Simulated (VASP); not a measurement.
# TaN (WC type) (P-6m2) in VASP: further runs

Runs on TaN (WC type). Level: PBE. Tasks: relaxation of cell and atoms.

Program: VASP 6.6.1. These are calculated values, not measurements. Logs are shortened: lines on timing, memory, paths and dates and some standing lists are left out, and cuts for length are marked.

### Step 1. The cell of the first run

The structure is hexagonal, space group P-6m2 (No. 187). Conventional cell: a = 2.869 Å, b = 2.869 Å, c = 2.812 Å, α = 90.00°, β = 90.00°, γ = 120.00°. Ta (site symmetry -6m2) has 6 N at 2.17 Å and 8 Ta at 2.81 to 2.87 Å within 2.9 Å. Within 2.9 Å of N (site symmetry -6m2) lie 6 Ta at 2.17 Å and 8 N at 2.81 to 2.87 Å.

### Step 2. Relaxation of cell and atoms, PBE, target pressure 28 GPa, at which the enthalpy is minimised

Contents of INCAR:

```
PREC     = Accurate       # precision mode
ENCUT    = 600            # plane-wave cutoff, eV
EDIFF    = 1E-6           # SCF threshold, eV
ISMEAR   = -1             # smearing method
SIGMA    = 0.08           # smearing width, eV
LREAL    = F              # projectors in reciprocal space
LASPH    = T              # aspherical terms in the spheres
NELM     = 80             # most SCF steps
ALGO     = Normal         # electronic algorithm
ISIF     = 3              # what is computed and relaxed
LWAVE    = F              # write WAVECAR
LCHARG   = F              # write CHGCAR
GGA      = PE             # functional
IBRION   = 2              # ionic algorithm
NSW      = 60             # ionic steps
EDIFFG   = -0.005         # ionic threshold
PSTRESS  = 280.0
```

Contents of KPOINTS:

```
Automatic mesh
0
Gamma
  16 16 14
```

Contents of POSCAR:

```
TaN
1.0
    2.8689926401      0.0000000000      0.0000000000
   -1.4344963200      2.4846205096      0.0000000000
    0.0000000000      0.0000000000      2.8116127873
Ta N
1 1
Direct
    0.0000000000      0.0000000000      0.0000000000
    0.3333333333      0.6666666667      0.5000000000
```

Potentials or basis: VASP PAW PBE potentials, release 64 (Ta_pv, N).

Launch:

```
$ cat potpaw_PBE.64/Ta_pv/POTCAR potpaw_PBE.64/N/POTCAR > POTCAR
$ mpirun -np 1 vasp_std > vasp.out
```

OUTCAR:

```text
PREC = Accurate
   ENCUT = 600
   EDIFF = 1E-6
   ISMEAR = -1
   LREAL = F
   LASPH = T
   NELM = 80
   ISIF = 3
   GGA = PE
   IBRION = 2
   NSW = 60
   EDIFFG = -0.005
   PSTRESS = 280.0

 ion  position               nearest neighbor table
   1  0.000  0.000  0.000-   2 2.17   2 2.17   2 2.17   2 2.17   2 2.17   2 2.17
   2  0.333  0.667  0.500-   1 2.17   1 2.17   1 2.17   1 2.17   1 2.17   1 2.17

  LATTYP: Found a hexagonal cell.
 ALAT       =     2.8689926401
 C/A-ratio  =     0.9800000000

  Lattice vectors:

 A1 = (   2.8689926401,   0.0000000000,   0.0000000000)
 A2 = (  -1.4344963200,   2.4846205096,   0.0000000000)
 A3 = (   0.0000000000,   0.0000000000,   2.8116127873)

Analysis of symmetry for initial positions (statically):
=====================================================================
 Subroutine PRICEL returns:
 Original cell was already a primitive cell.

 Routine SETGRP: Setting up the symmetry group for a
 hexagonal supercell.

 Subroutine GETGRP returns: Found 12 space group operations
 (whereof 12 operations were pure point group operations)
 out of a pool of 24 trial point group operations.

The static configuration has the point symmetry D_3h.

Analysis of symmetry for dynamics (positions and initial velocities):
=====================================================================
 Subroutine PRICEL returns:
 Original cell was already a primitive cell.

 Routine SETGRP: Setting up the symmetry group for a
 hexagonal supercell.

 Subroutine GETGRP returns: Found 12 space group operations
 (whereof 12 operations were pure point group operations)
 out of a pool of 24 trial point group operations.

The dynamic configuration has the point symmetry D_3h.

 Subroutine INISYM returns: Found 12 space group operations
 (whereof 12 operations are pure point group operations),
 and found     1 'primitive' translations

----------------------------------------------------------------------------------------

                                     Primitive cell

  volume of cell :      20.0422

  direct lattice vectors                    reciprocal lattice vectors
     2.868992640  0.000000000  0.000000000     0.348554397  0.201237975  0.000000000
    -1.434496320  2.484620510  0.000000000     0.000000000  0.402475950  0.000000000
     0.000000000  0.000000000  2.811612787     0.000000000  0.000000000  0.355667752

  length of vectors
     2.868992640  2.868992640  2.811612787     0.402475950  0.402475950  0.355667752

[... 100 lines left out ...]
     AMIX_MAG =   1.60;   BMIX_MAG =  1.00
  volume/ion in A,a.u.               =      10.02        67.63
  Fermi-wavevector in a.u.,A,eV,Ry     =   1.518681  2.869890 31.380358  2.306391
  Thomas-Fermi vector in A             =   2.627769
   LORBIT       =      0    0 simple, 1 ext, 2 COOP (PROOUT), +10 PAW based schemes
   GGA     = PE    functional components
   LHFCALC =     F    Hartree Fock is set to
   AEXX    =    0.0000 exact exchange contribution
   IVDW    =     0    specifies the selected vdW correction
   LEPSILON=     F    determine dielectric tensor
   LRPA    =     F    only Hartree local field effects (RPA)
 conjugate gradient relaxation of ions
 non-spin polarized calculation
  energy-cutoff  :      600.00
  volume of cell :       20.04
 maximum number of plane-waves:       682
 NGX is ok and might be reduce to    24
   NGX = 11   NGY = 11   NGZ = 11

--------------------------------------- Ionic step        1  -------------------------------------------

 number of electron      16.0000000 magnetization

 Free energy of the ion-electron system (eV)
  ---------------------------------------------------
  ext. energy  EPLUGINS =         0.00000000
  ---------------------------------------------------
  free energy    TOTEN  =       -22.25438779 eV

  energy without entropy =      -22.25271126  energy(sigma->0) =      -22.25354953

------------------------ aborting loop because EDIFF is reached ----------------------------------------

  FORCE on cell =-STRESS in cart. coord.  units (eV):
  Direction    XX          YY          ZZ          XY          YZ          ZX
  --------------------------------------------------------------------------------------
  -------------------------------------------------------------------------------------
  Total        4.2688859      4.2688859      5.0033616      0.0000000      0.0000000      0.0000000
  in kB      341.2558648    341.2558648    399.9700412      0.0000000      0.0000000      0.0000000
  external PRESSURE =      80.8272569 kB  Pullay stress =     280.0000000 kB
[... 177 lines left out ...]
--------------------------------------- Ionic step        6  -------------------------------------------

 number of electron      15.9999998 magnetization

 Free energy of the ion-electron system (eV)
  ---------------------------------------------------
  ext. energy  EPLUGINS =         0.00000000
  ---------------------------------------------------
  free energy    TOTEN  =       -22.32318516 eV

  energy without entropy =      -22.32163138  energy(sigma->0) =      -22.32240827

 E-fermi :   8.8454     XC(G=0): -13.6570

 val. band max:        8.8309151080   @ k =   0.3125   0.3125   0.0000
 cond. band min:       8.8914795153   @ k =   0.0625  -0.0000   0.5000
 fundamental gap:      0.0605644073
 Fermi energy:         8.8453902122

 k-point     1 :       0.0000    0.0000    0.0000
  band No.  band energies     occupation
      1     -25.8502      2.00000
      2     -25.5317      2.00000
      3     -25.5317      2.00000
      4      -9.3568      2.00000
      5       4.0778      2.00000
      6       4.0778      2.00000
      7       4.3612      2.00000
      8       5.8233      2.00000
      9      11.5363      0.00000
     10      12.6682      0.00000
     11      12.6682      0.00000
     12      13.1745      0.00000
[... 331 lines left out ...]
 k-point    24 :       0.2500    0.1875    0.0000
  band No.  band energies     occupation
      1     -26.5279      2.00000
      2     -25.9433      2.00000
      3     -25.6899      2.00000
      4      -7.1207      2.00000
      5       0.9205      2.00000
      6       3.6564      2.00000
      7       4.2424      2.00000
      8       6.9303      2.00000
      9      10.2938      0.00000
     10      11.0691      0.00000
     11      14.1456      0.00000
     12      15.7675      0.00000

 [... further k-points ...]

------------------------ aborting loop because EDIFF is reached ----------------------------------------

  FORCE on cell =-STRESS in cart. coord.  units (eV):
  Direction    XX          YY          ZZ          XY          YZ          ZX
  --------------------------------------------------------------------------------------
  -------------------------------------------------------------------------------------
  Total        3.5606612      3.5606612      3.5572717      0.0000000      0.0000000      0.0000000
  in kB      279.9397912    279.9397912    279.6733150      0.0000000      0.0000000      0.0000000
  external PRESSURE =      -0.1490342 kB  Pullay stress =     280.0000000 kB
[... 21 lines left out ...]
  energy  without entropy=      -22.3216313783  energy(sigma->0) =      -22.32240827

  enthalpy is  TOTEN    =       -18.7617581926 eV   P V=        3.5614269689

 reached required accuracy - stopping structural energy minimisation
```

OSZICAR:

```text
N       E                     dE             d eps       ncg     rms          rms(c)
DAV:   1     0.108267269164E+03    0.10827E+03   -0.99375E+03  5760   0.156E+03
DAV:   2    -0.204670918309E+02   -0.12873E+03   -0.12293E+03  6800   0.380E+02
DAV:   3    -0.246967124888E+02   -0.42296E+01   -0.41776E+01  7056   0.692E+01
[... 42 lines left out ...]
       N       E                     dE             d eps       ncg     rms          rms(c)
DAV:   1    -0.223235227036E+02   -0.32257E-02   -0.18867E-02  5776   0.141E+00    0.111E-01
DAV:   2    -0.223232722022E+02    0.25050E-03   -0.36788E-04  6628   0.204E-01    0.582E-02
DAV:   3    -0.223231851994E+02    0.87003E-04   -0.16896E-04  6900   0.122E-01    0.195E-02
DAV:   4    -0.223231851614E+02    0.37960E-07   -0.58745E-06  6340   0.235E-02
   6 F= -.18761758E+02 E0= -.18760981E+02  d E =-.225524E-03
```

Run time: 3.7 min. Hardware: 1 thread of Intel Xeon 8259CL, shared host; peak memory 0.22 GiB.

Results:

- Free energy: -22.3232 eV
- Relaxed volume: 10.19 Å³/atom
- Relaxed cell: a = 2.878 Å, b = 2.878 Å, c = 2.840 Å, α = 90.00°, β = 90.00°, γ = 120.00°
- Space group after relaxing (to 0.1 Å): P-6m2 (No. 187)
- Energy change on relaxing (the run minimises the enthalpy): -34.4 meV/atom
- Ionic steps: 6
- Pressure after relaxing: 28.0 GPa
- Band gap on the k mesh: zero (bands 8 and 9 overlap by 0.30 eV)

Step by step:
```tsv
step	energy change (eV)	largest force (eV/Å)	pressure (GPa)	volume (Å³)
1	0.0000	0.0000	36.08	20.04
2	-0.1808	0.0000	5.12	21.54
3	-0.0731	0.0000	27.50	20.40
4	-0.0716	0.0000	27.69	20.40
5	-0.0659	0.0000	28.26	20.36
6	-0.0688	0.0000	27.99	20.38
```

Final structure:
```
Ta N
1.0
     2.87837    0.00000    0.00000
    -1.43919    2.49274    0.00000
     0.00000    0.00000    2.84022
Ta N
1 1
Direct
  0.00000 0.00000 0.00000
  0.33333 0.66667 0.50000
```

Caveat: the cell is relaxed towards a set pressure, so the run minimises the enthalpy, not the energy; spin-orbit coupling is left out, which moves the levels of the heavy elements.

### Step 3. Relaxation of cell and atoms, PBE, target pressure 28 GPa, at which the enthalpy is minimised

This run uses another cell than the first one, of 10.17 Å³/atom.

Contents of INCAR:

```
SYSTEM = TaN
ALGO = Normal
EDIFF = 1E-7
EDIFFG = -0.005
ENCUT = 600
GGA = PE
IBRION = 2
ISIF = 3
ISMEAR = -1
LASPH = .TRUE.
LCHARG = .FALSE.
LREAL = .FALSE.
LWAVE = .FALSE.
NELM = 100
NSW = 32
PREC = Accurate
PSTRESS = 280.0
SIGMA = 0.08
```

Contents of KPOINTS:

```
k-points
0
G
  16 16 14
  0 0 0
```

Contents of POSCAR:

```
TaN
1.0
    2.8766795903      0.0000000000      0.0000000000
   -1.4383397951      2.4912776038      0.0000000000
    0.0000000000      0.0000000000      2.8380098351
Ta N
1 1
Direct
    0.0000000000      0.0000000000      0.0000000000
    0.3333333333      0.6666666667      0.5000000000
```

Potentials or basis: VASP PAW PBE potentials, release 64 (Ta_pv, N).

Launch:

```
$ cat potpaw_PBE.64/Ta_pv/POTCAR potpaw_PBE.64/N/POTCAR > POTCAR
$ mpirun -np 1 vasp_std > vasp.out
```

OUTCAR:

```text
SYSTEM = TaN
   EDIFF = 1E-7
   EDIFFG = -0.005
   ENCUT = 600
   GGA = PE
   IBRION = 2
   ISIF = 3
   ISMEAR = -1
   LASPH = .TRUE.
   LREAL = .FALSE.
   NELM = 100
   NSW = 32
   PREC = Accurate
   PSTRESS = 280.0

 ion  position               nearest neighbor table
   1  0.000  0.000  0.000-   2 2.18   2 2.18   2 2.18   2 2.18   2 2.18   2 2.18
   2  0.333  0.667  0.500-   1 2.18   1 2.18   1 2.18   1 2.18   1 2.18   1 2.18

  LATTYP: Found a hexagonal cell.
 ALAT       =     2.8766795903
 C/A-ratio  =     0.9865575035

  Lattice vectors:

 A1 = (   2.8766795903,   0.0000000000,   0.0000000000)
 A2 = (  -1.4383397951,   2.4912776038,   0.0000000000)
 A3 = (   0.0000000000,   0.0000000000,   2.8380098351)

Analysis of symmetry for initial positions (statically):
=====================================================================
 Subroutine PRICEL returns:
 Original cell was already a primitive cell.

 Routine SETGRP: Setting up the symmetry group for a
 hexagonal supercell.

 Subroutine GETGRP returns: Found 12 space group operations
 (whereof 12 operations were pure point group operations)
 out of a pool of 24 trial point group operations.

The static configuration has the point symmetry D_3h.

Analysis of symmetry for dynamics (positions and initial velocities):
=====================================================================
 Subroutine PRICEL returns:
 Original cell was already a primitive cell.

 Routine SETGRP: Setting up the symmetry group for a
 hexagonal supercell.

 Subroutine GETGRP returns: Found 12 space group operations
 (whereof 12 operations were pure point group operations)
 out of a pool of 24 trial point group operations.

The dynamic configuration has the point symmetry D_3h.

 Subroutine INISYM returns: Found 12 space group operations
 (whereof 12 operations are pure point group operations),
[... 131 lines left out ...]
 maximum number of plane-waves:       690
 NGX is ok and might be reduce to    24
   NGX = 11   NGY = 11   NGZ = 11

--------------------------------------- Ionic step        1  -------------------------------------------

 number of electron      15.9999998 magnetization

 Free energy of the ion-electron system (eV)
  ---------------------------------------------------
  ext. energy  EPLUGINS =         0.00000000
  ---------------------------------------------------
  free energy    TOTEN  =       -22.31660302 eV

  energy without entropy =      -22.31504322  energy(sigma->0) =      -22.31582312

------------------------ aborting loop because EDIFF is reached ----------------------------------------

  FORCE on cell =-STRESS in cart. coord.  units (eV):
  Direction    XX          YY          ZZ          XY          YZ          ZX
  --------------------------------------------------------------------------------------
  -------------------------------------------------------------------------------------
  Total        3.6577252      3.6577252      3.6863761      0.0000000      0.0000000      0.0000000
  in kB      288.1337571    288.1337571    290.3907091      0.0000000      0.0000000      0.0000000
  external PRESSURE =       8.8860744 kB  Pullay stress =     280.0000000 kB
[... 63 lines left out ...]
--------------------------------------- Ionic step        3  -------------------------------------------

 number of electron      15.9999998 magnetization

 Free energy of the ion-electron system (eV)
  ---------------------------------------------------
  ext. energy  EPLUGINS =         0.00000000
  ---------------------------------------------------
  free energy    TOTEN  =       -22.32351711 eV

  energy without entropy =      -22.32196289  energy(sigma->0) =      -22.32274000

 E-fermi :   8.8458     XC(G=0): -13.6573

 val. band max:        8.8311284631   @ k =   0.3125   0.3125   0.0000
 cond. band min:       8.8918687637   @ k =   0.0625   0.0000   0.5000
 fundamental gap:      0.0607403006
 Fermi energy:         8.8457553202

 k-point     1 :       0.0000    0.0000    0.0000
  band No.  band energies     occupation
      1     -25.8498      2.00000
      2     -25.5314      2.00000
      3     -25.5314      2.00000
      4      -9.3568      2.00000
      5       4.0777      2.00000
      6       4.0777      2.00000
      7       4.3616      2.00000
      8       5.8240      2.00000
      9      11.5367      0.00000
     10      12.6688      0.00000
     11      12.6688      0.00000
     12      13.1751      0.00000
[... 331 lines left out ...]
 k-point    24 :       0.2500    0.1875    0.0000
  band No.  band energies     occupation
      1     -26.5277      2.00000
      2     -25.9431      2.00000
      3     -25.6895      2.00000
      4      -7.1206      2.00000
      5       0.9203      2.00000
      6       3.6569      2.00000
      7       4.2424      2.00000
      8       6.9304      2.00000
      9      10.2943      0.00000
     10      11.0698      0.00000
     11      14.1460      0.00000
     12      15.7683      0.00000

 [... further k-points ...]

------------------------ aborting loop because EDIFF is reached ----------------------------------------

  FORCE on cell =-STRESS in cart. coord.  units (eV):
  Direction    XX          YY          ZZ          XY          YZ          ZX
  --------------------------------------------------------------------------------------
  -------------------------------------------------------------------------------------
  Total        3.5616354      3.5616354      3.5641625      0.0000000     -0.0000000     -0.0000000
  in kB      280.0281650    280.0281650    280.2268560      0.0000000     -0.0000000     -0.0000000
  external PRESSURE =       0.0943953 kB  Pullay stress =     280.0000000 kB
[... 21 lines left out ...]
  energy  without entropy=      -22.3219628919  energy(sigma->0) =      -22.32274000

  enthalpy is  TOTEN    =       -18.7622399778 eV   P V=        3.5612771316

 reached required accuracy - stopping structural energy minimisation
```

It took 2.1 min on 1 thread of Intel Xeon 8259CL, shared host; peak memory 0.21 GiB.

What came out:

| Item | Value |
| --- | --- |
| Free energy | -22.3235 eV |
| Relaxed volume | 10.19 Å³/atom |
| Relaxed cell | a = 2.878 Å, b = 2.878 Å, c = 2.840 Å, α = 90.00°, β = 90.00°, γ = 120.00° |
| Space group after relaxing (to 0.1 Å) | P-6m2 (No. 187) |
| Energy change on relaxing (the run minimises the enthalpy) | -3.5 meV/atom |
| Ionic steps | 3 |
| Pressure after relaxing | 28.0 GPa |
| Band gap on the k mesh | zero (bands 8 and 9 overlap by 0.30 eV) |

The path:
```tsv
step	energy change (eV)	largest force (eV/Å)	pressure (GPa)	volume (Å³)
1	0.0000	0.0000	28.89	20.34
2	-0.0281	0.0000	25.18	20.51
3	-0.0069	0.0000	28.01	20.38
```

Final structure:
```xyz
2
Lattice="2.8784 0.0000 0.0000 -1.4392 2.4927 0.0000 0.0000 0.0000 2.8401" Properties=species:S:1:pos:R:3 pbc="T T T"
Ta    0.0000    0.0000    2.8401
N     0.0000    1.6618    1.4201
```

Levels at points of the mesh, in eV from the Fermi level:
```
           k point  band 4  band 5  band 6  band 7  band 8  band 9  band 10  band 11  band 12
(0.00, 0.00, 0.00)  -18.20   -4.77   -4.77   -4.48   -3.02    2.69     3.82     3.82     4.33
(0.50, 0.00, 0.00)  -15.68   -8.59   -5.52   -3.71   -3.25    3.23     4.42     5.52     5.77
(0.00, 0.00, 0.50)  -15.25   -9.70   -3.90   -3.90   -0.10   -0.10     2.49     3.55     3.55
(0.50, 0.00, 0.50)  -16.14   -7.64   -6.41   -5.97   -0.26    4.58     5.84     6.52     7.64
```

Caveat: the cell is relaxed towards a set pressure, so the run minimises the enthalpy, not the energy; spin-orbit coupling is left out, which moves the levels of the heavy elements.
